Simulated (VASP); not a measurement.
Wanted: the native input for a VASP 6.6.1 run.

| Item | Value |
| --- | --- |
| Task | single point |
| Functional | PBE |
| Potentials or basis | VASP PAW PBE potentials, release 64 (B) |
| Cutoff | 520 eV |
| k mesh | 14 × 14 × 14 |
| Occupations | fermi-dirac, width 0.05 eV |
| Spin | no spin polarisation |
| Dipole correction | no |
| Further INCAR settings | ALGO = Normal; EDIFF = 1e-06; NBANDS = 8 |

The structure of B lies in POSCAR:

```
B
1.0
    1.9049750000      0.0031930000     -0.0199120000
    0.0031930000      1.8640640000      0.0003960000
   -0.0199120000      0.0003960000      1.8871180000
B
1
Direct
    0.4999830000      0.5183830000      0.5137780000
```

This cell differs from its parent crystal: the cell strained at random.

These files were run (other wordings do the same):

INCAR

```
ALGO = Normal
EDIFF = 1E-6
ENCUT = 520
GGA = PE
ISIF = 2
ISMEAR = -1
LASPH = T
LCHARG = F
LREAL = F
LWAVE = F
NBANDS = 8
NELM = 80
PREC = Accurate
SIGMA = 0.05
```

KPOINTS

```
k-points
0
Gamma
  14 14 14
```

Potentials or basis: VASP PAW PBE potentials, release 64 (B).

Run with:

```bash
$ cat potpaw_PBE.64/B/POTCAR > POTCAR
$ mpirun -np 1 vasp_std > vasp.out
```

Results of the run:

```
Pressure               : 0.5 GPa
Band gap on the k mesh : zero (an odd number of electrons rules out a gap without spin polarisation)
```

Caveat: the cell differs from its parent crystal (the cell strained at random).

Run time: 32 s on 1 thread of Intel Xeon 8259CL, on a shared host, peak memory 0.16 GiB.
